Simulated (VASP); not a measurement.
Input of a VASP 6.6.1 run:

The input INCAR:

```
PREC     = Accurate       # precision mode
ENCUT    = 520            # plane-wave cutoff, eV
EDIFF    = 1E-7           # SCF threshold, eV
ISMEAR   = 0              # smearing method
SIGMA    = 0.01           # smearing width, eV
LREAL    = F              # projectors in reciprocal space
LASPH    = T              # aspherical terms in the spheres
NELM     = 60             # most SCF steps
ALGO     = Normal         # electronic algorithm
ISIF     = 2              # what is computed and relaxed
LWAVE    = F              # write WAVECAR
LCHARG   = F              # write CHGCAR
GGA      = PE             # functional
NBANDS   = 16             # bands
```

The input KPOINTS:

```
Automatic mesh
0
Gamma
  4 4 2
```

POSCAR

```
Mg2SO
1.0
    3.6748652819      0.0000000000      0.0000000000
    0.0000000000      3.6748652819      0.0000000000
    0.0000000000      0.0000000000      4.8839683163
O Mg S
1 2 1
Direct
    0.0000000000      0.0000000000      0.0000000000
    0.0000000000      0.5000000000      0.8113170204
    0.5000000000      0.0000000000      0.1886829796
    0.5000000000      0.5000000000      0.5000000000
```

Potentials or basis: VASP PAW PBE potentials, release 64 (O, Mg, S).

Launch:

```console
$ cat potpaw_PBE.64/O/POTCAR potpaw_PBE.64/Mg/POTCAR potpaw_PBE.64/S/POTCAR > POTCAR
$ mpirun -np 1 vasp_std > vasp.out
```

Problem. Estimate the largest force.

Solution. 0.067 eV/Å.

Problem. Predict the pressure.

Solution. 1.8 GPa.

Forces in eV/Å, atoms in the order of the input:
```
O    0.000  0.000  0.000
Mg   0.000  0.000 -0.067
Mg   0.000  0.000  0.067
S    0.000  0.000  0.000
```

Caveat: the k points lie up to 0.64 Å⁻¹ apart.
